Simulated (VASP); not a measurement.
## AgCl: single point with PBE

Crystal: AgCl.

```xyz
2
Lattice="3.4340 0.0000 0.0000 0.0000 3.4340 0.0000 0.0000 0.0000 3.4340" Properties=species:S:1:pos:R:3 pbc="T T T"
Ag    0.0000    0.0000    0.0000
Cl    1.7170    1.7170    1.7170
```

```yaml
Program: VASP 6.6.1
Task: single point
Functional: PBE
Potentials_or_basis: VASP PAW PBE potentials, release 64 (Ag, Cl)
Cutoff: 500 eV
k_mesh: 2 × 2 × 2
Occupations: fermi-dirac, width 0.3 eV
Spin: no spin polarisation
Dipole_correction: no
Further_INCAR_settings: ALGO = Normal; EDIFF = 1e-06; NBANDS = 16
```

```json
{
  "Pressure": "7.2 GPa"
}
```

Levels at points of the mesh, in eV from the Fermi level:
| k point | band 5 | band 6 | band 7 | band 8 | band 9 | band 10 | band 11 | band 12 | band 13 | band 14 |
| --- | --- | --- | --- | --- | --- | --- | --- | --- | --- | --- |
| (0.00, 0.00, 0.00) | -2.78 | -2.78 | -2.08 | -2.08 | -2.08 | -0.24 | 8.69 | 8.69 | 12.84 | 12.84 |
| (0.50, 0.00, 0.00) | -3.56 | -2.73 | -2.38 | -0.69 | -0.69 | 4.12 | 4.75 | 8.71 | 9.23 | 9.23 |
| (0.50, 0.50, 0.00) | -3.07 | -3.05 | -3.05 | -2.49 | -1.43 | 1.92 | 8.16 | 8.16 | 9.90 | 13.00 |
| (0.50, 0.50, 0.50) | -2.47 | -2.47 | -0.98 | -0.98 | -0.98 | 3.97 | 3.97 | 3.97 | 5.83 | 16.75 |

Run time: 5.1 s on 1 thread of AMD EPYC 7R43 64-Core Processor (Zen 3) (shared host), peak memory 0.12 GiB.

Caveat: the k points lie up to 0.91 Å⁻¹ apart; so wide a smearing shifts energies and pressures.
